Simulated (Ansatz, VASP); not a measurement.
# One calculation of Ir, two programs

INCAR

```
SYSTEM = Ir
PREC = Accurate ; ENCUT = 600
EDIFF = 1E-7 ; ISMEAR = -1
SIGMA = 0.05 ; LREAL = .False.
LASPH = .True. ; NELM = 100
ALGO = Normal ; ISIF = 3
LWAVE = .False. ; LCHARG = .False.
GGA = RP ; IVDW = 13
IBRION = 2 ; NSW = 80
EDIFFG = -0.02
```

KPOINTS

```
regular mesh
0
Gamma
  12 12 12
  0 0 0
```

File POSCAR:

```
Ir
1.0
    0.0000000000      1.9156000000      1.9156000000
    1.9156000000      0.0000000000      1.9156000000
    1.9156000000      1.9156000000      0.0000000000
Ir
1
Direct
    0.0000000000      0.0000000000      0.0000000000
```

The input input.yaml:

```yaml
crystal:
  lattice:
    - [0.0, 1.9156, 1.9156]
    - [1.9156, 0.0, 1.9156]
    - [1.9156, 1.9156, 0.0]
  atoms:
    - { symbol: Ir, position: [0.0, 0.0, 0.0] }
kpoints:
  mp_grid: { grid: [12, 12, 12] }
scf:
  occupations: { method: fermi_dirac, width: 0.05 }
hamiltonian:
  xc: rpbe
  dispersion: d4
  pseudopotentials: { kind: all_electron, lapw: { basis_error: 0.001 } }
output:
  forces: true
  stress: true
relax:
  f_tol: 0.02
  max_steps: 60
  cell: {}
```

Alike in both runs: task relaxation of cell and atoms; functional RPBE; dispersion D4; k mesh 12 × 12 × 12; occupations fermi-dirac, width 0.05 eV; no spin polarisation.

|  | VASP | Ansatz |
| --- | --- | --- |
| version | VASP 6.6.1 | Ansatz 0.2.0 |
| potentials or method | VASP PAW PBE potentials, release 64 (Ir), cutoff 600 eV | all-electron LAPW, scalar-relativistic |

```tsv
	VASP	Ansatz	Ansatz less VASP
relaxed volume (Å³/atom)	13.97	13.94	-0.025
relaxed cell length with the largest relative difference (Å)	2.703	2.702	-0.0016
```

VASP's potentials were made for PBE, not for RPBE. Ansatz ran all-electron here, and VASP with PAW potentials.

Neither program's run includes spin-orbit coupling.
